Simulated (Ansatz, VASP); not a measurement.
## Si in VASP and in Ansatz

```
Si
1.0
    -1.62691    1.62691    1.32033
     1.62691   -1.62691    1.32033
     1.62691    1.62691   -1.32033
Si
1
Direct
  0.00000 0.00000 0.00000
```

Alike in both runs: task single point; functional PBEsol; k mesh 13 × 13 × 13; occupations fermi-dirac, width 0.05 eV; no spin polarisation.

```csv
,VASP,Ansatz
version,VASP 6.6.1,Ansatz 0.2.0
potentials or method,"VASP PAW PBE potentials, release 64 (Si), cutoff 520 eV","all-electron LAPW, scalar-relativistic"
```

Ansatz gave:

- gap on the k mesh at the Fermi level (eV): none
- pressure (GPa): 1.0
- traceless stress, the component that is largest in VASP (GPa): -1.80

What did VASP give for the same quantities?

gap on the k mesh at the Fermi level (eV): none; pressure (GPa): 1.1; traceless stress, the component that is largest in VASP (GPa): -1.82.

VASP's potentials were made for PBE, not for PBEsol. A gap of «none» marks a metal or a gap that the smearing closes. Ansatz ran all-electron here, and VASP with PAW potentials.
